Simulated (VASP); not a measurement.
Write the native input for VASP 6.6.1 that does the following.

```yaml
Task: single point
Functional: PBE
Potentials_or_basis: VASP PAW PBE potentials, release 64 (Cd, Te, S)
Cutoff: 520 eV
k_mesh: 10 × 10 × 10
Occupations: gaussian, width 0.1 eV
Spin: no spin polarisation
Dipole_correction: no
Further_INCAR_settings: ALGO = Normal; EDIFF = 1e-07; NBANDS = 30
```

The structure of CdTeS4 lies in POSCAR:

```
CdTeS4
1.0
   -3.0057403362      3.0057403362      3.7339576600
    3.0057403362     -3.0057403362      3.7339576600
    3.0057403362      3.0057403362     -3.7339576600
Cd Te S
1 1 4
Direct
    0.0000000000      0.0000000000      0.0000000000
    0.5000000000      0.5000000000      0.0000000000
    0.5000000000      0.5000000000      0.5000000000
    0.0000000000      0.0000000000      0.5000000000
    0.5000000000      0.0000000000      0.0000000000
    0.0000000000      0.5000000000      0.0000000000
```

The cell was built from a structure type or drawn by symmetry, and may not be a known phase.

These files were run (other wordings do the same):

INCAR

```
SYSTEM = CdTeS4
ALGO = Normal ; EDIFF = 1E-7
ENCUT = 520 ; GGA = PE
ISIF = 2 ; ISMEAR = 0
LASPH = .TRUE. ; LCHARG = .TRUE.
LELF = .TRUE. ; LREAL = .FALSE.
LVHAR = .TRUE. ; LWAVE = .FALSE.
NBANDS = 30 ; NELM = 100
PREC = Accurate ; SIGMA = 0.1
```

KPOINTS

```
k-points
0
G
  10 10 10
  0 0 0
```

Potentials or basis: VASP PAW PBE potentials, release 64 (Cd, Te, S).

Command:

```bash
$ cat potpaw_PBE.64/Cd/POTCAR potpaw_PBE.64/Te/POTCAR potpaw_PBE.64/S/POTCAR > POTCAR
$ mpirun -np 1 vasp_std > vasp.out
```

It gave:

| Quantity | Value |
| --- | --- |
| Pressure | 0.0 GPa |
| Band gap on the k mesh | zero (bands 21 and 22 overlap by 1.90 eV) |

Caveat: spin-orbit coupling is left out, which moves the levels of the heavy elements.

Wall time 15 min on 1 thread of Intel Xeon 8259CL (shared host), peak memory 0.52 GiB.
